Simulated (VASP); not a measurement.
CuI:

```
Cu I
1.0
     0.00000    3.01203    3.01203
     3.01203    0.00000    3.01203
     3.01203    3.01203    0.00000
Cu I
1 1
Direct
  0.00000 0.00000 0.00000
  0.25000 0.25000 0.25000
```

Base run:

```yaml
Program: VASP 6.6.1
Functional: r2SCAN
Potentials_or_basis: VASP PAW PBE potentials, release 64 (Cu, I)
Cutoff: 520 eV
k_mesh: 6 × 6 × 6
Occupations: gaussian, width 0.01 eV
Spin: no spin polarisation
```

Its results: band gap on the k mesh 1.67 eV; pressure 0.0 GPa.

Problem. After a change of settings the same cell gave: band gap on the k mesh 2.63 eV; pressure 1.5 GPa. Which change was it?
A. functional from r2SCAN to PBE-based global hybrid with 50 % exact exchange; k mesh from 6 × 6 × 6 to 4 × 4 × 4
B. functional from r2SCAN to PBE-based screened hybrid with 30 % exact exchange; k mesh from 6 × 6 × 6 to 4 × 4 × 4
C. functional from r2SCAN to HSE06; k mesh from 6 × 6 × 6 to 4 × 4 × 4
D. functional from r2SCAN to PBEsol; further incar settings from ALGO = Normal; EDIFF = 1e-07; NBANDS = 16 to ALGO = Normal; EDIFF = 1e-06; NBANDS = 16

Solution. C.

Caveats: some runs use coarse meshes; the PAW data sets were made with another functional, which shifts forces and pressure a little; spin-orbit coupling is left out, which moves the levels of the heavy elements.
